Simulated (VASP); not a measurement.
# Na (Im-3m) in VASP: notebook

The runs below take Na through electric field gradients, with PBE.

Everything below comes from runs of VASP 6.6.1. Logs are shortened: lines on timing, memory, paths and dates and some standing lists are left out, and cuts for length are marked.

**1. The cell of the first run**

The structure is cubic, space group Im-3m (No. 229). The conventional cell has a = 4.221 Å, b = 4.221 Å, c = 4.221 Å, α = 90.00°, β = 90.00°, γ = 90.00°. Within 4.8 Å of Na (site symmetry m-3m) lie 14 Na at 3.66 to 4.22 Å.

**2. Electric field gradients, PBE (37.60 Å³/atom)**

Contents of INCAR:

```
SYSTEM = Na
  PREC = Accurate
  ENCUT = 400
  EDIFF = 1E-8
  ISMEAR = -1
  SIGMA = 0.05
  LREAL = .FALSE.
  LASPH = .TRUE.
  NELM = 120
  ALGO = Normal
  ISIF = 2
  LWAVE = .FALSE.
  LCHARG = .FALSE.
  GGA = PE
  LEFG = .TRUE.
  NBANDS = 10
  GGA_COMPAT = .FALSE.
```

Contents of KPOINTS:

```
Automatic mesh
0
G
  12 12 12
  0 0 0
```

Contents of POSCAR:

```
Na
1.0
   -2.1104180073      2.1104180073      2.1104180073
    2.1104180073     -2.1104180073      2.1104180073
    2.1104180073      2.1104180073     -2.1104180073
Na
1
Direct
    0.0000000000      0.0000000000      0.0000000000
```

Potentials or basis: VASP PAW PBE potentials, release 64 (Na_pv).

Launch:

```console
cat potpaw_PBE.64/Na_pv/POTCAR > POTCAR
mpirun -np 1 vasp_std > vasp.out
```

OUTCAR:

```text
SYSTEM = Na
   PREC = Accurate
   ENCUT = 400
   EDIFF = 1E-8
   ISMEAR = -1
   LREAL = .FALSE.
   LASPH = .TRUE.
   NELM = 120
   ISIF = 2
   GGA = PE

 ion  position               nearest neighbor table
   1  0.000  0.000  0.000-

  LATTYP: Found a body centered cubic cell.
 ALAT       =     4.2208360146

  Lattice vectors:

 A1 = (  -2.1104180073,   2.1104180073,   2.1104180073)
 A2 = (   2.1104180073,  -2.1104180073,   2.1104180073)
 A3 = (   2.1104180073,   2.1104180073,  -2.1104180073)

Analysis of symmetry for initial positions (statically):
=====================================================================
 Subroutine PRICEL returns:
 Original cell was already a primitive cell.

 Routine SETGRP: Setting up the symmetry group for a
 body centered cubic supercell.

 Subroutine GETGRP returns: Found 48 space group operations
 (whereof 48 operations were pure point group operations)
 out of a pool of 48 trial point group operations.

The static configuration has the point symmetry O_h .

Analysis of symmetry for dynamics (positions and initial velocities):
=====================================================================
 Subroutine PRICEL returns:
 Original cell was already a primitive cell.

 Routine SETGRP: Setting up the symmetry group for a
 body centered cubic supercell.

 Subroutine GETGRP returns: Found 48 space group operations
 (whereof 48 operations were pure point group operations)
 out of a pool of 48 trial point group operations.

The dynamic configuration has the point symmetry O_h .

 Subroutine INISYM returns: Found 48 space group operations
 (whereof 48 operations are pure point group operations),
 and found     1 'primitive' translations

----------------------------------------------------------------------------------------

                                     Primitive cell

  volume of cell :      37.5981

  direct lattice vectors                    reciprocal lattice vectors
    -2.110418007  2.110418007  2.110418007     0.000000000  0.236919889  0.236919889
     2.110418007 -2.110418007  2.110418007     0.236919889  0.000000000  0.236919889
     2.110418007  2.110418007 -2.110418007     0.236919889  0.236919889  0.000000000

  length of vectors
     3.655351214  3.655351214  3.655351214     0.335055320  0.335055320  0.335055320

  position of ions in fractional coordinates (direct lattice)
     0.000000000  0.000000000  0.000000000

  ion indices of the primitive-cell ions
   primitive index   ion index
                 1           1

----------------------------------------------------------------------------------------

 KPOINTS: Automatic mesh

Automatic generation of k-mesh.
 Grid dimensions read from file:
 generate k-points for:   12   12   12

 Generating k-lattice:

  Cartesian coordinates                     Fractional coordinates (reciprocal lattice)
     0.000000000  0.019743324  0.019743324     0.083333333  0.000000000  0.000000000
     0.019743324  0.000000000  0.019743324     0.000000000  0.083333333  0.000000000
     0.019743324  0.019743324  0.000000000     0.000000000  0.000000000  0.083333333

  Length of vectors
     0.027921277  0.027921277  0.027921277

  Shift w.r.t. Gamma in fractional coordinates (k-lattice)
     0.000000000  0.000000000  0.000000000

 Subroutine IBZKPT returns following result:
 ===========================================

 Found     72 irreducible k-points:

 Following reciprocal coordinates:
            Coordinates               Weight
  0.000000  0.000000  0.000000      1.000000
  0.083333  0.000000  0.000000     12.000000
  0.166667  0.000000  0.000000     12.000000
  0.250000  0.000000  0.000000     12.000000
  0.333333  0.000000  0.000000     12.000000
  0.416667  0.000000  0.000000     12.000000
[... 16 lines left out ...]
  0.333333  0.083333  0.083333     24.000000
  0.416667  0.083333  0.083333     12.000000
 [... further k-points ...]
   k-points           NKPTS =     72   k-points in BZ     NKDIM =     72   number of bands    NBANDS=     10
   number of dos      NEDOS =    301   number of ions     NIONS =      1
   total plane-waves  NPLWV =  13824
   dimension x,y,z NGX =    24 NGY =   24 NGZ =   24
   dimension x,y,z NGXF=    48 NGYF=   48 NGZF=   48
   ions per type =               1
   NGX,Y,Z   is equivalent  to a cutoff of  10.92, 10.92, 10.92 a.u.
   NGXF,Y,Z  is equivalent  to a cutoff of  21.83, 21.83, 21.83 a.u.
 SYSTEM =  Na
   PREC   = accura    normal or accurate (medium, high low for compatibility)
   ISTART =      0    job   : 0-new  1-cont  2-samecut
   ICHARG =      2    charge: 1-file 2-atom 10-const
   ISPIN  =      1    spin polarized calculation?
   LNONCOLLINEAR =      F non collinear calculations
   LSORBIT =      F    spin-orbit coupling
   LASPH  =      T    aspherical Exc in radial PAW
   ENCUT  =  400.0 eV  29.40 Ry    5.42 a.u.   5.96  5.96  5.96*2*pi/ulx,y,z
   NELM   =    120;   NELMIN=  2; NELMDL= -5     # of ELM steps
   EDIFF  = 0.1E-07   stopping-criterion for ELM
   LREAL  =      F    real-space projection
   EDIFFG = 0.1E-06   stopping-criterion for IOM
   NSW    =      0    number of steps for IOM
   IBRION =     -1    ionic relax: 0-MD 1-quasi-New 2-CG
   NFREE  =      0    steps in history (QN), initial steepest desc. (CG)
   ISIF   =      2    stress and relaxation
   ISYM   =      2    0-nonsym 1-usesym 2-fastsym
   POTIM  = 0.5000    time-step for ionic-motion
   TEBEG  =    0.0;   TEEND  =   0.0 temperature during run
   PSTRESS=    0.0 pullay stress
   NELECT =       7.0000    total number of electrons
   NUPDOWN=      -1.0000    fix difference up-down
   EMIN   =  10.00;   EMAX   =-10.00  energy-range for DOS
   EFERMI =   0.00;   METHOD = LEGACY
   ISMEAR =    -1;   SIGMA  =   0.05  broadening in eV -4-tet -1-fermi 0-gaus
   EFERMI_NEDOS =   21; number of points for ismear=-14 and -15
   IALGO  =     38    algorithm
   IMIX   =      4    mixing-type and parameters
     AMIX     =   0.40;   BMIX     =  1.00
     AMIX_MAG =   1.60;   BMIX_MAG =  1.00
  volume/ion in A,a.u.               =      37.60       253.72
  Fermi-wavevector in a.u.,A,eV,Ry     =   0.934801  1.766517 11.889483  0.873852
  Thomas-Fermi vector in A             =   2.061643
   LORBIT       =      0    0 simple, 1 ext, 2 COOP (PROOUT), +10 PAW based schemes
   GGA     = PE    functional components
   LHFCALC =     F    Hartree Fock is set to
   AEXX    =    0.0000 exact exchange contribution
   IVDW    =     0    specifies the selected vdW correction
   LEPSILON=     F    determine dielectric tensor
   LRPA    =     F    only Hartree local field effects (RPA)
 non-spin polarized calculation
  energy-cutoff  :      400.00
  volume of cell :       37.60
 maximum number of plane-waves:       712
   NGX = 11   NGY = 11   NGZ = 11

 number of electron       6.9999978 magnetization

 Free energy of the ion-electron system (eV)
  ---------------------------------------------------
  ext. energy  EPLUGINS =         0.00000000
  ---------------------------------------------------
  free energy    TOTEN  =        -1.31093388 eV

  energy without entropy =       -1.30555116  energy(sigma->0) =       -1.30824252

 E-fermi :   0.2521     XC(G=0):  -6.4669

 val. band max:        0.2157588616   @ k =  -0.3333   0.4167   0.1667
 cond. band min:       0.3268336053   @ k =   0.3333   0.1667   0.0000
 fundamental gap:      0.1110747437
 Fermi energy:         0.2520852030

 k-point     1 :       0.0000    0.0000    0.0000
  band No.  band energies     occupation
      1     -24.6208      2.00000
      2     -24.6208      2.00000
      3     -24.6208      2.00000
      4      -2.9615      2.00000
      5      11.9276      0.00000
      6      11.9276      0.00000
      7      11.9276      0.00000
      8      12.9208      0.00000
      9      12.9208      0.00000
     10      13.4716      0.00000

 k-point     2 :       0.0833    0.0000    0.0000
  band No.  band energies     occupation
      1     -24.6230      2.00000
      2     -24.6216      2.00000
      3     -24.6208      2.00000
      4      -2.8403      2.00000
      5      10.4361      0.00000
      6      11.2133      0.00000
      7      11.4714      0.00000
      8      12.0476      0.00000
      9      12.3584      0.00000
     10      13.7617      0.00000
[... 274 lines left out ...]
 k-point    24 :       0.4167    0.0833    0.0833
  band No.  band energies     occupation
      1     -24.6526      2.00000
      2     -24.6337      2.00000
      3     -24.6229      2.00000
      4       1.2559      0.00000
      5       1.7199      0.00000
      6       6.4620      0.00000
      7       7.5239      0.00000
      8      11.8950      0.00000
      9      12.6630      0.00000
     10      16.5165      0.00000

 [... further k-points ...]

------------------------ aborting loop because EDIFF is reached ----------------------------------------

  FORCE on cell =-STRESS in cart. coord.  units (eV):
  Direction    XX          YY          ZZ          XY          YZ          ZX
  --------------------------------------------------------------------------------------
  -------------------------------------------------------------------------------------
  Total       -0.0701217     -0.0701217     -0.0701217      0.0000000      0.0000000     -0.0000000
  in kB       -2.9881164     -2.9881164     -2.9881164      0.0000000      0.0000000     -0.0000000
  external PRESSURE =      -2.9881164 kB  Pullay stress =       0.0000000 kB

 VOLUME and BASIS-vectors are now :
 -----------------------------------------------------------------------------
  energy-cutoff  :      400.00
  volume of cell :       37.60
      direct lattice vectors                 reciprocal lattice vectors
    -2.110418007  2.110418007  2.110418007     0.000000000  0.236919889  0.236919889
     2.110418007 -2.110418007  2.110418007     0.236919889  0.000000000  0.236919889
     2.110418007  2.110418007 -2.110418007     0.236919889  0.236919889  0.000000000

 POSITION                                       TOTAL-FORCE (eV/Angst)
 -----------------------------------------------------------------------------------
      0.00000      0.00000      0.00000         0.000000      0.000000      0.000000
 -----------------------------------------------------------------------------------
    total drift:                               -0.000000      0.000000      0.000000

  FREE ENERGIE OF THE ION-ELECTRON SYSTEM (eV)
  ---------------------------------------------------
  free  energy   TOTEN  =        -1.3109338776 eV

  energy  without entropy=       -1.3055511568  energy(sigma->0) =       -1.30824252

 Electric field gradients (V/A^2)
---------------------------------------------------------------------
 ion       V_xx      V_yy      V_zz      V_xy      V_xz      V_yz
---------------------------------------------------------------------
   1      -0.000     0.000    -0.000    -0.006    -0.006    -0.006
---------------------------------------------------------------------

 Electric field gradients after diagonalization (V/A^2)
 (convention: |V_zz| > |V_xx| > |V_yy|)
----------------------------------------------------------------------
 ion       V_xx      V_yy      V_zz     asymmetry (V_yy - V_xx)/ V_zz
----------------------------------------------------------------------
   1       0.006     0.006    -0.012       0.000
----------------------------------------------------------------------

           NMR quadrupolar parameters

 Cq : quadrupolar parameter    Cq=e*Q*V_zz/h
 eta: asymmetry parameters     (V_yy - V_xx)/ V_zz
 Q  : nuclear electric quadrupole moment in mb (millibarn)
----------------------------------------------------------------------
 ion       Cq(MHz)       eta       Q (mb)
----------------------------------------------------------------------
   1      -0.000       0.000       1.000
----------------------------------------------------------------------
```

Run time: 9.5 s. Hardware: 1 thread of AMD EPYC 7R13 (Zen 3), shared host; peak memory 0.11 GiB.

Results:

```yaml
Free_energy: -1.3109 eV
Pressure: -0.3 GPa
Band_gap_on_the_k_mesh: zero (an odd number of electrons rules out a gap without spin polarisation)
Largest_electric_field_gradient_by_atom: zero within the noise of the run
```

(Part 1 of 2 ends here.)
